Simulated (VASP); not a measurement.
**Hf3Si2: relaxation of cell and atoms with LDA**

Hf3Si2:

```
Hf Si
1.0
     6.98985    0.00000    0.00000
     0.00000    6.98985    0.00000
     0.00000    0.00000    3.66328
Hf Si
6 4
Direct
  0.67323 0.82677 0.50000
  0.82677 0.32677 0.50000
  0.32677 0.17323 0.50000
  0.17323 0.67323 0.50000
  0.50000 0.50000 0.00000
  0.00000 0.00000 0.00000
  0.62360 0.12360 0.00000
  0.87640 0.62360 0.00000
  0.12360 0.37640 0.00000
  0.37640 0.87640 0.00000
```

```
Program                : VASP 6.6.1
Task                   : relaxation of cell and atoms
Functional             : LDA
Potentials or basis    : VASP PAW LDA potentials, release 64 (Hf_pv, Si)
Cutoff                 : 600 eV
k mesh                 : 6 × 6 × 10
Occupations            : gaussian, width 0.1 eV
Spin                   : no spin polarisation
Dipole correction      : no
Further INCAR settings : ALGO = Fast; EDIFF = 1e-06; IBRION = 2; EDIFFG = -0.005; NSW = 100; ISIF = 3
```

The relaxed volume is 17.15 Å³/atom and the relaxed cell is a = 6.929 Å, b = 6.929 Å, c = 3.573 Å, α = 90.00°, β = 90.00°, γ = 90.00°. The space group after relaxing (to 0.1 Å) is P4/mbm (No. 127), the energy gained by relaxing is 15.7 meV/atom and the ionic steps are 12. The pressure after relaxing is 0.0 GPa. The band gap on the k mesh is zero (bands 38 and 39 overlap by 1.35 eV).

The path:
```tsv
step	energy change (eV)	largest force (eV/Å)	pressure (GPa)	volume (Å³)
1	0.0000	0.0794	-6.11	178.98
2	0.1664	0.1272	10.84	161.87
3	-0.1455	0.1028	-0.03	171.79
4	-0.1456	0.1032	0.10	171.65
5	-0.1552	0.0434	0.09	171.52
6	-0.1566	0.0500	0.09	171.45
7	-0.1569	0.0164	-0.14	171.69
8	-0.1569	0.0176	-0.13	171.66
9	-0.1571	0.0186	0.03	171.48
10	-0.1571	0.0190	0.02	171.51
11	-0.1571	0.0051	0.00	171.52
12	-0.1571	0.0014	0.00	171.53
```

Final structure:
```
Hf Si
1.0
     6.92864    0.00000    0.00000
     0.00000    6.92864    0.00000
     0.00000    0.00000    3.57300
Hf Si
6 4
Direct
  0.67437 0.82563 0.50000
  0.82563 0.32563 0.50000
  0.32563 0.17437 0.50000
  0.17437 0.67437 0.50000
  0.50000 0.50000 0.00000
  0.00000 0.00000 0.00000
  0.62352 0.12352 0.00000
  0.87648 0.62352 0.00000
  0.12352 0.37648 0.00000
  0.37648 0.87648 0.00000
```

Levels at points of the mesh, in eV from the Fermi level:
```
           k point  band 36  band 37  band 38  band 39  band 40  band 41
(0.00, 0.00, 0.00)    -0.47    -0.27     0.03     1.07     1.32     1.61
(0.50, 0.00, 0.00)    -0.20     0.59     0.59     0.91     0.91     1.57
(0.50, 0.50, 0.00)    -0.19    -0.12    -0.12     0.22     0.22     1.32
(0.00, 0.00, 0.50)    -0.14     0.13     0.13     0.19     0.61     0.68
(0.50, 0.00, 0.50)    -0.99    -0.51    -0.51     0.04     0.04     2.03
(0.50, 0.50, 0.50)    -1.12    -0.69    -0.69    -0.68    -0.68     2.11
```

Run time: 48 min on 1 thread of Oxide Virtual Turin-like Processor (shared host), peak memory 0.52 GiB.

Caveat: spin-orbit coupling is left out, which moves the levels of the heavy elements.
